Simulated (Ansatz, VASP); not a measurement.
# Ag: VASP beside Ansatz

```xyz
1
Lattice="0.0000 2.0737 2.0737 2.0737 0.0000 2.0737 2.0737 2.0737 0.0000" Properties=species:S:1:pos:R:3 pbc="T T T"
Ag    0.0000    0.0000    0.0000
```

Alike in both runs: functional PBE; k mesh 18 × 18 × 18; occupations gaussian, width 0.1 eV; no spin polarisation.

Ansatz relaxed the structure, and its values are those at the end. VASP's run is a single point on that final structure, the one shown.

|  | VASP | Ansatz |
| --- | --- | --- |
| version | VASP 6.6.1 | Ansatz 0.2.0 |
| potentials or method | VASP PAW PBE potentials, release 64 (Ag), cutoff 520 eV | scalar-relativistic, plane waves, PAW |
| valence electrons in the cell | 11 | 19 |

VASP gave:

* gap on the k mesh at the Fermi level (eV): none
* pressure (GPa): -0.1

Question: Which values does Ansatz return?

Answer: gap on the k mesh at the Fermi level (eV): none; pressure (GPa): 0.0.

A gap of «none» marks a metal or a gap that the smearing closes. The functional is the same, so the differences come from potentials, cutoffs and numerics. VASP's potentials hold 11 valence electrons a cell and Ansatz's 19, so a difference there can come from the potentials and not from the codes.
